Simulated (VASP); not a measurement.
V:

```
V
1.0
     2.49702    0.00000    0.00000
     0.00000    2.49702    0.00000
     0.00000    0.00000    2.49702
V
1
Direct
  0.00000 0.00000 0.00000
```

Base run:

```yaml
Program: VASP 6.6.1
Functional: PBE
Potentials_or_basis: VASP PAW PBE potentials, release 64 (V_sv)
Cutoff: 520 eV
k_mesh: 44 × 44 × 44
Occupations: fermi-dirac, width 0.0612256 eV
Spin: no spin polarisation
```

Its results: pressure -7.0 GPa.

Problem. The run is repeated on the same cell with these changes: k mesh from 44 × 44 × 44 to 15 × 15 × 15. What comes out?

Solution. Pressure -6.5 GPa.
